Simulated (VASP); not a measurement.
Set up this calculation in VASP 6.6.1, as the native input.

| Property | Result |
| --- | --- |
| Task | single point |
| Functional | r2SCAN |
| Potentials or basis | VASP PAW PBE potentials, release 64 (Sr_sv, O) |
| Cutoff | 520 eV |
| k mesh | 9 × 9 × 5 |
| Occupations | fermi-dirac, width 0.05 eV |
| Spin | no spin polarisation |
| Dipole correction | no |
| Further INCAR settings | ALGO = Normal; EDIFF = 1e-06; NBANDS = 24 |

SrO:

```xyz
4
Lattice="3.5294 0.0000 0.0000 -1.7647 3.0566 0.0000 0.0000 0.0000 6.1756" Properties=species:S:1:pos:R:3 pbc="T T T"
Sr    1.7647    1.0189    4.6317
Sr    0.0000    2.0377    1.5439
O     0.0000    0.0000    3.0878
O     0.0000    0.0000    0.0000
```

The input as run:

POSCAR

```
SrO
1.0
    3.5294398006      0.0000000000      0.0000000000
   -1.7647199003      3.0565845284      0.0000000000
    0.0000000000      0.0000000000      6.1755758504
Sr O
2 2
Direct
    0.6666666667      0.3333333333      0.7500000000
    0.3333333333      0.6666666667      0.2500000000
    0.0000000000      0.0000000000      0.5000000000
    0.0000000000      0.0000000000      0.0000000000
```

INCAR.step1

```
PREC = Accurate ; ENCUT = 520
ISMEAR = -1 ; SIGMA = 0.05
LREAL = F ; LASPH = T
NELM = 100 ; NBANDS = 24
GGA = PE ; ALGO = Normal
EDIFF = 1E-4 ; LWAVE = T
LCHARG = F
```

INCAR.step2

```
PREC = Accurate ; ENCUT = 520
EDIFF = 1E-6 ; ISMEAR = -1
SIGMA = 0.05 ; LREAL = F
LASPH = T ; NELM = 100
ALGO = Normal ; ISIF = 2
LWAVE = F ; LCHARG = F
METAGGA = R2SCAN ; LMIXTAU = T
NBANDS = 24 ; ISTART = 1
```

KPOINTS

```
Automatic mesh
0
Gamma
  9 9 5
```

Potentials or basis: VASP PAW PBE potentials, release 64 (Sr_sv, O).

Run with:

```bash
$ cat potpaw_PBE.64/Sr_sv/POTCAR potpaw_PBE.64/O/POTCAR > POTCAR
$ cp INCAR.step1 INCAR
$ mpirun -np 1 vasp_std > vasp.out
$ cp INCAR.step2 INCAR
$ mpirun -np 1 vasp_std > vasp.out
```

Results of the run:

```
Pressure               : 2.0 GPa
Band gap on the k mesh : 3.53 eV, indirect (least direct gap 3.78 eV)
```

Caveat: the PAW data sets were made with another functional, which shifts forces and pressure a little.

Wall time 3.1 min on 1 thread of Intel(R) Xeon(R) Platinum 8259CL CPU @ 2.50GHz (Skylake/Cascade Lake), with other jobs on the host, peak memory 0.23 GiB.
